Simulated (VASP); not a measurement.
# TiC3 (Pm-3m) in VASP: a series of runs, part 2 of 2

VASP 6.6.1.

## Step 3: Relaxation of cell and atoms, r2SCAN

This run uses another cell than the first one, of 9.10 Å³/atom.

Contents of POSCAR:

```
TiC3
1.0
    3.3139704858      0.0000000000      0.0000000000
    0.0000000000      3.3139704858      0.0000000000
    0.0000000000      0.0000000000      3.3139704858
Ti C
1 3
Direct
    0.0000000000      0.0000000000      0.0000000000
    0.0000000000      0.5000000000      0.5000000000
    0.5000000000      0.0000000000      0.5000000000
    0.5000000000      0.5000000000      0.0000000000
```

Contents of INCAR.step1:

```
PREC     = Accurate       # precision mode
ENCUT    = 600            # plane-wave cutoff, eV
ISMEAR   = 0              # smearing method
SIGMA    = 0.1            # smearing width, eV
LREAL    = F              # projectors in reciprocal space
LASPH    = T              # aspherical terms in the spheres
NELM     = 100            # most SCF steps
GGA      = PE             # functional
ALGO     = Normal         # electronic algorithm
EDIFF    = 1E-4           # SCF threshold, eV
LWAVE    = T              # write WAVECAR
LCHARG   = F              # write CHGCAR
```

Contents of INCAR.step2:

```
PREC     = Accurate       # precision mode
ENCUT    = 600            # plane-wave cutoff, eV
EDIFF    = 1E-7           # SCF threshold, eV
ISMEAR   = 0              # smearing method
SIGMA    = 0.1            # smearing width, eV
LREAL    = F              # projectors in reciprocal space
LASPH    = T              # aspherical terms in the spheres
NELM     = 100            # most SCF steps
ALGO     = Normal         # electronic algorithm
ISIF     = 3              # what is computed and relaxed
LWAVE    = F              # write WAVECAR
LCHARG   = F              # write CHGCAR
METAGGA  = R2SCAN         # meta-GGA
LMIXTAU  = T            
IBRION   = 2              # ionic algorithm
NSW      = 90             # ionic steps
EDIFFG   = -0.04          # ionic threshold
ISTART   = 1
```

Contents of KPOINTS:

```
regular mesh
0
Gamma
  6 6 6
```

Potentials or basis: VASP PAW PBE potentials, release 64 (Ti_sv, C).

Started as:

```
$ cat potpaw_PBE.64/Ti_sv/POTCAR potpaw_PBE.64/C/POTCAR > POTCAR
$ cp INCAR.step1 INCAR
$ mpirun -np 1 vasp_std > vasp.out
$ cp INCAR.step2 INCAR
$ mpirun -np 1 vasp_std > vasp.out
```

OUTCAR:

```text
PREC = Accurate
   ENCUT = 600
   EDIFF = 1E-7
   ISMEAR = 0
   LREAL = F
   LASPH = T
   NELM = 100
   ISIF = 3
   METAGGA = R2SCAN
   IBRION = 2
   NSW = 90
   EDIFFG = -0.04
   ISTART = 1

 ion  position               nearest neighbor table
   1  0.000  0.000  0.000-   2 2.34   3 2.34   4 2.34   2 2.34   3 2.34   2 2.34   4 2.34   2 2.34
                             3 2.34   4 2.34   3 2.34   4 2.34
   2  0.000  0.500  0.500-   1 2.34   1 2.34   1 2.34   1 2.34
   3  0.500  0.000  0.500-   1 2.34   1 2.34   1 2.34   1 2.34
   4  0.500  0.500  0.000-   1 2.34   1 2.34   1 2.34   1 2.34

  LATTYP: Found a simple cubic cell.
 ALAT       =     3.3139704858

  Lattice vectors:

 A1 = (   3.3139704858,   0.0000000000,   0.0000000000)
 A2 = (   0.0000000000,   3.3139704858,   0.0000000000)
 A3 = (   0.0000000000,   0.0000000000,   3.3139704858)

Analysis of symmetry for initial positions (statically):
=====================================================================
 Subroutine PRICEL returns:
 Original cell was already a primitive cell.

 Routine SETGRP: Setting up the symmetry group for a
 simple cubic supercell.

 Subroutine GETGRP returns: Found 48 space group operations
 (whereof 48 operations were pure point group operations)
 out of a pool of 48 trial point group operations.

The static configuration has the point symmetry O_h .

Analysis of symmetry for dynamics (positions and initial velocities):
[... 145 lines left out ...]
  volume of cell :       36.40
 maximum number of plane-waves:      1233
 NGX is ok and might be reduce to    28
   NGX = 13   NGY = 13   NGZ = 13

--------------------------------------- Ionic step        1  -------------------------------------------

 number of electron      23.9999997 magnetization

 Free energy of the ion-electron system (eV)
  ---------------------------------------------------
  ext. energy  EPLUGINS =         0.00000000
  ---------------------------------------------------
  free energy    TOTEN  =       -34.83092284 eV

  energy without entropy =      -34.81800729  energy(sigma->0) =      -34.82446506

 E-fermi :   8.7198     XC(G=0): -13.4504

 val. band max:        8.6982823046   @ k =   0.5000   0.3333   0.1667
 cond. band min:       8.7671147775   @ k =   0.3333   0.1667   0.1667
 fundamental gap:      0.0688324728
 Fermi energy:         8.7198162519

 k-point     1 :       0.0000    0.0000    0.0000
  band No.  band energies     occupation
      1     -51.4054      2.00000
      2     -26.5613      2.00000
      3     -26.5613      2.00000
      4     -26.5613      2.00000
      5      -7.9519      2.00000
      6       0.7082      2.00000
[... 444 lines left out ...]
--------------------------------------- Ionic step        3  -------------------------------------------

 number of electron      24.0000003 magnetization

 Free energy of the ion-electron system (eV)
  ---------------------------------------------------
  ext. energy  EPLUGINS =         0.00000000
  ---------------------------------------------------
  free energy    TOTEN  =       -35.04459646 eV

  energy without entropy =      -35.03351317  energy(sigma->0) =      -35.03905481

 E-fermi :  10.1289     XC(G=0): -14.0320

 val. band max:       10.0803327263   @ k =   0.3333   0.1667   0.1667
 cond. band min:      10.1786960573   @ k =   0.5000   0.0000   0.0000
 fundamental gap:      0.0983633310
 Fermi energy:        10.1288820737

 k-point     1 :       0.0000    0.0000    0.0000
  band No.  band energies     occupation
      1     -49.8762      2.00000
      2     -25.0588      2.00000
      3     -25.0588      2.00000
      4     -25.0588      2.00000
      5      -7.6266      2.00000
      6       1.8592      2.00000
[... 400 lines left out ...]
  FREE ENERGIE OF THE ION-ELECTRON SYSTEM (eV)
  ---------------------------------------------------
  free  energy   TOTEN  =       -35.0445964618 eV

  energy  without entropy=      -35.0335131676  energy(sigma->0) =      -35.03905481

 reached required accuracy - stopping structural energy minimisation
```

OSZICAR.step1:

```text
N       E                     dE             d eps       ncg     rms          rms(c)
DAV:   1     0.207158420983E+03    0.20716E+03   -0.13758E+04   640   0.185E+03
DAV:   2    -0.113417636326E+02   -0.21850E+03   -0.21568E+03   680   0.452E+02
DAV:   3    -0.313096383734E+02   -0.19968E+02   -0.19691E+02  1064   0.110E+02
DAV:   4    -0.318019362601E+02   -0.49230E+00   -0.48868E+00   736   0.183E+01
DAV:   5    -0.318194023683E+02   -0.17466E-01   -0.17461E-01  1040   0.304E+00    0.154E+01
DAV:   6    -0.282832763256E+02    0.35361E+01   -0.40036E+01  1024   0.548E+01    0.660E+00
DAV:   7    -0.278993606535E+02    0.38392E+00   -0.11461E+01   896   0.262E+01    0.453E+00
DAV:   8    -0.279367722127E+02   -0.37412E-01   -0.46869E+00   920   0.169E+01    0.359E+00
DAV:   9    -0.277535212202E+02    0.18325E+00   -0.21041E+00   984   0.111E+01    0.386E-01
DAV:  10    -0.277522142013E+02    0.13070E-02   -0.44310E-02   840   0.165E+00    0.938E-02
DAV:  11    -0.277525018422E+02   -0.28764E-03   -0.36641E-03   920   0.416E-01    0.943E-02
DAV:  12    -0.277523719936E+02    0.12985E-03   -0.10063E-03   784   0.250E-01    0.124E-02
DAV:  13    -0.277523715342E+02    0.45944E-06   -0.27944E-05   416   0.493E-02
   1 F= -.27752372E+02 E0= -.27744781E+02  d E =-.151803E-01
```

It took 6.3 min on 1 thread of Intel Xeon 8259CL, shared host; peak memory 0.18 GiB.

What came out:

* Free energy: -35.0446 eV
* Relaxed volume: 8.23 Å³/atom
* Relaxed cell: a = 3.205 Å, b = 3.205 Å, c = 3.205 Å, α = 90.00°, β = 90.00°, γ = 90.00°
* Space group after relaxing (to 0.1 Å): Pm-3m (No. 221)
* Energy gained by relaxing: 53.4 meV/atom
* Ionic steps: 3
* Pressure after relaxing: -0.1 GPa
* Band gap on the k mesh: zero (bands 12 and 13 overlap by 3.34 eV)

The path:
| step | energy change (eV) | largest force (eV/Å) | pressure (GPa) | volume (Å³) |
| --- | --- | --- | --- | --- |
| 1 | 0.0000 | 0.0000 | -18.07 | 36.40 |
| 2 | -0.1512 | 0.0000 | 12.66 | 31.25 |
| 3 | -0.2137 | 0.0000 | -0.08 | 32.92 |

Final structure:
```
Ti C
1.0
     3.20483    0.00000    0.00000
     0.00000    3.20483    0.00000
     0.00000    0.00000    3.20483
Ti C
1 3
Direct
  0.00000 0.00000 0.00000
  0.00000 0.50000 0.50000
  0.50000 0.00000 0.50000
  0.50000 0.50000 0.00000
```

Levels at points of the mesh, in eV from the Fermi level:
| k point | band 9 | band 10 | band 11 | band 12 | band 13 | band 14 | band 15 | band 16 |
| --- | --- | --- | --- | --- | --- | --- | --- | --- |
| (0.00, 0.00, 0.00) | -5.49 | -5.49 | 0.88 | 0.88 | 0.88 | 0.99 | 0.99 | 0.99 |
| (0.50, 0.00, 0.00) | -5.60 | -4.62 | -1.33 | -1.33 | 0.05 | 1.08 | 1.09 | 2.48 |
| (0.50, 0.50, 0.00) | -3.90 | -3.90 | -1.44 | -0.76 | 0.24 | 0.24 | 1.12 | 2.36 |
| (0.50, 0.50, 0.50) | -6.36 | -6.36 | -6.36 | 2.07 | 2.07 | 3.45 | 3.45 | 3.45 |

Caveat: the PAW data sets were made with another functional, which shifts forces and pressure a little.
